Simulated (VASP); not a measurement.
ZnCd3O4, 8 atoms in the cell. It takes space group P4/mmm (No. 123, tetragonal). Conventional cell: a = 3.326 Å, b = 3.326 Å, c = 9.271 Å, α = 90.00°, β = 90.00°, γ = 90.00°. Within 2.8 Å of Zn (site symmetry 4/mmm) lie 6 O at 2.15 to 2.35 Å. Within 3.0 Å of Cd (site symmetry 4mm) lie 6 O at 2.24 to 2.40 Å. Within 3.1 Å of Cd (site symmetry 4/mmm) lie 6 O at 2.35 to 2.49 Å. Within 2.8 Å of O (site symmetry 4mm) lie 1 Zn at 2.15 Å and 5 Cd at 2.35 to 2.49 Å. O (site symmetry 4/mmm) has 6 Cd at 2.35 to 2.40 Å within 3.1 Å. Within 3.0 Å of O (site symmetry 4/mmm) lie 2 Cd at 2.24 Å and 4 Zn at 2.35 Å. 

| Quantity | Value |
| --- | --- |
| Program | VASP 6.6.1 |
| Task | single point |
| Functional | PBE |
| Potentials or basis | VASP PAW PBE potentials, release 64 (Zn, Cd, O) |
| Cutoff | 600 eV |
| k mesh | 12 × 12 × 4 |
| Occupations | fermi-dirac, width 0.15 eV |
| Spin | no spin polarisation |
| Dipole correction | no |
| Further INCAR settings | ALGO = Normal; EDIFF = 1e-06; NBANDS = 46 |

Potentials or basis: VASP PAW PBE potentials, release 64 (Zn, Cd, O).

Launch:

```sh
$ cat potpaw_PBE.64/Zn/POTCAR potpaw_PBE.64/Cd/POTCAR potpaw_PBE.64/O/POTCAR > POTCAR
$ mpirun -np 1 vasp_std > vasp.out
```

Hardware: 1 thread of Intel Xeon 8259CL, with other jobs on the host.

Problem. Estimate the wall time of this run.

Solution. Wall time 16 min on 1 thread of Intel Xeon 8259CL, with other jobs on the host, peak memory 0.53 GiB. Counts: scf iterations 15, k points 84.
